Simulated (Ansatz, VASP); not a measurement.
## One calculation of GeSb4Te4, two programs

```
Ge Sb Te
1.0
     4.32998    0.00000    0.00000
    -2.16499    3.74988    0.00000
     0.00000    0.00000   17.64861
Ge Sb Te
1 4 4
Direct
  0.00000 0.00000 0.00000
  0.33333 0.66667 0.54410
  0.66667 0.33333 0.45590
  0.66667 0.33333 0.79077
  0.33333 0.66667 0.20923
  0.32504 0.65008 0.90689
  0.65837 0.31675 0.09786
  0.99171 0.98342 0.69634
  0.99171 0.98342 0.30841
```

Change from the starting cell: all Te atoms moved +0.075 Å, as atom 6 towards its neighbour atom 1 (Ge) at 3.015 Å.

Alike in both runs: task single point; functional PBE; k mesh 12 × 12 × 2; occupations gaussian, width 0.03 eV; no spin polarisation.

|  | VASP | Ansatz |
| --- | --- | --- |
| version | VASP 6.6.1 | Ansatz 0.2.0 |
| potentials or method | VASP PAW PBE potentials, release 64 (Ge_d, Sb, Te), cutoff 520 eV | scalar-relativistic, plane waves, PAW |
| valence electrons in the cell | 58 | 138 |

|  | VASP | Ansatz | Ansatz less VASP |
| --- | --- | --- | --- |
| gap on the k mesh at the Fermi level (eV) | 0.07 | 0.08 | +0.005 |
| least direct gap on the mesh (eV) | 0.08 | 0.10 | +0.019 |
| pressure (GPa) | 0.1 | 0.1 | -0.01 |
| traceless stress, the component that is largest in VASP (GPa) | -0.09 | -0.08 | +0.002 |
| rms of the force components (eV/Å) | 0.090 | 0.086 | -0.0033 |

Atom by atom the forces differ by 0.016 eV/Å (rms over components). VASP's potentials hold 58 valence electrons a cell and Ansatz's 138, so a difference there can come from the potentials and not from the codes.

Neither program's run includes spin-orbit coupling.
